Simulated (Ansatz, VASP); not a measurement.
## CuI: VASP beside Ansatz

```
Cu I
1.0
     4.23716    0.00000    0.00000
     2.11858    3.66949    0.00000
     2.11858    1.22316    3.45962
Cu I
1 1
Direct
  0.25000 0.25000 0.25000
  0.00000 0.00000 0.00000
```

Alike in both runs: functional r2SCAN; dispersion D4; k mesh 6 × 6 × 6; no spin polarisation.

Ansatz relaxed the structure, and its values are those at the end. VASP's run is a single point on that final structure, the one shown.

|  | VASP | Ansatz |
| --- | --- | --- |
| version | VASP 6.6.1 | Ansatz 0.2.0 |
| potentials or method | VASP PAW PBE potentials, release 64 (Cu, I), cutoff 520 eV | plane waves, PAW |
| occupations | gaussian, width 0.01 eV | fixed |
| valence electrons in the cell | 18 | 36 |

```tsv
	VASP	Ansatz	Ansatz less VASP
pressure (GPa)	0.0	0.0	+0.03
```

VASP's potentials were made for PBE, not for r2SCAN. VASP's potentials hold 18 valence electrons a cell and Ansatz's 36, so a difference there can come from the potentials and not from the codes.

Neither program's run includes spin-orbit coupling.
